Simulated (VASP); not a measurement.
# Pr4Hg in VASP: single point with PBE

Aim: the single point of Pr4Hg with PBE.

Everything below comes from runs of VASP 6.6.1. Logs are shortened: lines on timing, memory, paths and dates and some standing lists are left out, and cuts for length are marked.

## (1) The cell of the first run

The typed cell holds 10 atoms: a = 8.336 Å, b = 8.336 Å, c = 8.336 Å, α = 60.00°, β = 60.00°, γ = 60.00°.

The cell was built from a structure type or drawn by symmetry, and may not be a known phase.

## (2) Single point, PBE

The input, INCAR:

```
SYSTEM = Pr4Hg
  PREC = Accurate
  ENCUT = 500
  EDIFF = 1E-6
  ISMEAR = 0
  SIGMA = 0.2
  LREAL = .FALSE.
  LASPH = .TRUE.
  NELM = 200
  ALGO = Normal
  ISIF = 2
  LWAVE = .FALSE.
  LCHARG = .FALSE.
  GGA = PE
  NBANDS = 67
  GGA_COMPAT = .FALSE.
  LMAXMIX = 6
```

The input, KPOINTS:

```
regular mesh
0
G
  3 3 3
  0 0 0
```

The input, POSCAR:

```
Pr4Hg
1.0
    0.0000000000      5.8944009346      5.8944009346
    5.8944009346      0.0000000000      5.8944009346
    5.8944009346      5.8944009346      0.0000000000
Pr Hg
8 2
Direct
    0.7500138298      0.2499861702      0.2499861702
    0.2499861702      0.7500138298      0.7500138298
    0.2499861702      0.7500138298      0.2499861702
    0.7500138298      0.2499861702      0.7500138298
    0.2499861702      0.2499861702      0.7500138298
    0.7500138298      0.7500138298      0.2499861702
    0.2500000000      0.2500000000      0.2500000000
    0.7500000000      0.7500000000      0.7500000000
    0.0000000000      0.0000000000      0.0000000000
    0.5000000000      0.5000000000      0.5000000000
```

Potentials or basis: VASP PAW PBE potentials, release 64 (Pr_3, Hg), 4f in core.

The run is started by

```sh
cat potpaw_PBE.64/Pr_3/POTCAR potpaw_PBE.64/Hg/POTCAR > POTCAR
mpirun -np 1 vasp_std > vasp.out
```

OUTCAR:

```text
SYSTEM = Pr4Hg
   PREC = Accurate
   ENCUT = 500
   EDIFF = 1E-6
   ISMEAR = 0
   LREAL = .FALSE.
   LASPH = .TRUE.
   NELM = 200
   ISIF = 2
   GGA = PE

 ion  position               nearest neighbor table
   1  0.750  0.250  0.250-   9 2.95  10 2.95
   2  0.250  0.750  0.750-   9 2.95  10 2.95
   3  0.250  0.750  0.250-   9 2.95  10 2.95
   4  0.750  0.250  0.750-   9 2.95  10 2.95
   5  0.250  0.250  0.750-   9 2.95  10 2.95
   6  0.750  0.750  0.250-   9 2.95  10 2.95
   7  0.250  0.250  0.250-
   8  0.750  0.750  0.750-
   9  0.000  0.000  0.000-   1 2.95   2 2.95   3 2.95   4 2.95   5 2.95   6 2.95
  10  0.500  0.500  0.500-   1 2.95   2 2.95   3 2.95   4 2.95   5 2.95   6 2.95

  LATTYP: Found a face centered cubic cell.
 ALAT       =    11.7888018692

  Lattice vectors:

 A1 = (   0.0000000000,   5.8944009346,   5.8944009346)
 A2 = (   5.8944009346,   0.0000000000,   5.8944009346)
 A3 = (   5.8944009346,   5.8944009346,   0.0000000000)

Analysis of symmetry for initial positions (statically):
=====================================================================
 Subroutine PRICEL returns:
 Original cell was already a primitive cell.

 Routine SETGRP: Setting up the symmetry group for a
 face centered cubic supercell.

 Subroutine GETGRP returns: Found 48 space group operations
 (whereof 48 operations were pure point group operations)
 out of a pool of 48 trial point group operations.

The static configuration has the point symmetry O_h .

Analysis of symmetry for dynamics (positions and initial velocities):
=====================================================================
 Subroutine PRICEL returns:
 Original cell was already a primitive cell.

 Routine SETGRP: Setting up the symmetry group for a
 face centered cubic supercell.

 Subroutine GETGRP returns: Found 48 space group operations
 (whereof 48 operations were pure point group operations)
 out of a pool of 48 trial point group operations.

The dynamic configuration has the point symmetry O_h .

 Subroutine INISYM returns: Found 48 space group operations
 (whereof 48 operations are pure point group operations),
 and found     1 'primitive' translations

[... 94 lines left out ...]
   NFREE  =      0    steps in history (QN), initial steepest desc. (CG)
   ISIF   =      2    stress and relaxation
   ISYM   =      2    0-nonsym 1-usesym 2-fastsym
   POTIM  = 0.5000    time-step for ionic-motion
   TEBEG  =    0.0;   TEEND  =   0.0 temperature during run
   PSTRESS=    0.0 pullay stress
   NELECT =     112.0000    total number of electrons
   NUPDOWN=      -1.0000    fix difference up-down
   EMIN   =  10.00;   EMAX   =-10.00  energy-range for DOS
   EFERMI =   0.00;   METHOD = LEGACY
   ISMEAR =     0;   SIGMA  =   0.20  broadening in eV -4-tet -1-fermi 0-gaus
   EFERMI_NEDOS =   21; number of points for ismear=-14 and -15
   IALGO  =     38    algorithm
   IMIX   =      4    mixing-type and parameters
     AMIX     =   0.40;   BMIX     =  1.00
     AMIX_MAG =   1.60;   BMIX_MAG =  1.00
  volume/ion in A,a.u.               =      40.96       276.40
  Fermi-wavevector in a.u.,A,eV,Ry     =   1.062587  2.007998 15.362218  1.129091
  Thomas-Fermi vector in A             =   2.198043
   LORBIT       =      0    0 simple, 1 ext, 2 COOP (PROOUT), +10 PAW based schemes
   GGA     = PE    functional components
   LHFCALC =     F    Hartree Fock is set to
   AEXX    =    0.0000 exact exchange contribution
   IVDW    =     0    specifies the selected vdW correction
   LEPSILON=     F    determine dielectric tensor
   LRPA    =     F    only Hartree local field effects (RPA)
 non-spin polarized calculation
 Gauss-broadening in eV      SIGMA  =   0.20
  energy-cutoff  :      500.00
  volume of cell :      409.59
 maximum number of plane-waves:     10417
 NGX is ok and might be reduce to    64
   NGX = 31   NGY = 31   NGZ = 31

 number of electron     111.9999998 magnetization

 Free energy of the ion-electron system (eV)
  ---------------------------------------------------
  ext. energy  EPLUGINS =         0.00000000
  ---------------------------------------------------
  free energy    TOTEN  =       -36.17020618 eV

  energy without entropy =      -35.78746367  energy(sigma->0) =      -35.97883492

 E-fermi :   2.5940     XC(G=0):  -8.8897

 val. band max:        2.5882772867   @ k =   0.3333   0.3333   0.0000
 cond. band min:       2.6257669645   @ k =  -0.3333   0.3333   0.0000
 fundamental gap:      0.0374896778
 Fermi energy:         2.5940347236

 k-point     1 :       0.0000    0.0000    0.0000
  band No.  band energies     occupation
      1     -34.6439      2.00000
      2     -34.6432      2.00000
      3     -34.2449      2.00000
      4     -34.2227      2.00000
      5     -34.2227      2.00000
      6     -34.2227      2.00000
[... 269 lines left out ...]
     66       3.5523      0.00000
     67       3.8389      0.00000

------------------------ aborting loop because EDIFF is reached ----------------------------------------

  FORCE on cell =-STRESS in cart. coord.  units (eV):
  Direction    XX          YY          ZZ          XY          YZ          ZX
  --------------------------------------------------------------------------------------
  -------------------------------------------------------------------------------------
  Total        0.7447274      0.7447274      0.7447274      0.0000000      0.0000000      0.0000000
  in kB        2.9131234      2.9131234      2.9131234      0.0000000      0.0000000      0.0000000
  external PRESSURE =       2.9131234 kB  Pullay stress =       0.0000000 kB

 VOLUME and BASIS-vectors are now :
 -----------------------------------------------------------------------------
  energy-cutoff  :      500.00
  volume of cell :      409.59
      direct lattice vectors                 reciprocal lattice vectors
     0.000000000  5.894400935  5.894400935    -0.084826262  0.084826262  0.084826262
     5.894400935  0.000000000  5.894400935     0.084826262 -0.084826262  0.084826262
     5.894400935  5.894400935  0.000000000     0.084826262  0.084826262 -0.084826262

 POSITION                                       TOTAL-FORCE (eV/Angst)
 -----------------------------------------------------------------------------------
      2.94704      5.89440      5.89440         0.001770      0.000000     -0.000000
      8.84176      5.89440      5.89440        -0.001770      0.000000     -0.000000
      5.89440      2.94704      5.89440         0.000000      0.001770     -0.000000
      5.89440      8.84176      5.89440         0.000000     -0.001770     -0.000000
      5.89440      5.89440      2.94704         0.000000      0.000000      0.001770
      5.89440      5.89440      8.84176         0.000000      0.000000     -0.001770
      2.94720      2.94720      2.94720         0.000000      0.000000     -0.000000
      8.84160      8.84160      8.84160        -0.000000      0.000000     -0.000000
      0.00000      0.00000      0.00000         0.000000      0.000000     -0.000000
      5.89440      5.89440      5.89440         0.000000      0.000000     -0.000000
 -----------------------------------------------------------------------------------
    total drift:                                0.000000     -0.000000      0.000000

  FREE ENERGIE OF THE ION-ELECTRON SYSTEM (eV)
  ---------------------------------------------------
  free  energy   TOTEN  =       -36.1702061772 eV

  energy  without entropy=      -35.7874636723  energy(sigma->0) =      -35.97883492
```

Run time: 2.6 min. Hardware: 1 thread of Intel Xeon 6975P-C (Granite Rapids), shared host; peak memory 0.57 GiB.

What came out:

| Quantity | Value |
| --- | --- |
| Free energy | -36.1702 eV |
| Pressure | 0.3 GPa |
| Band gap on the k mesh | zero (bands 56 and 57 overlap by 0.12 eV) |

Caveat: spin-orbit coupling is left out, which moves the levels of the heavy elements; the 4f electrons are frozen in the core, so they carry no moment and show no levels.
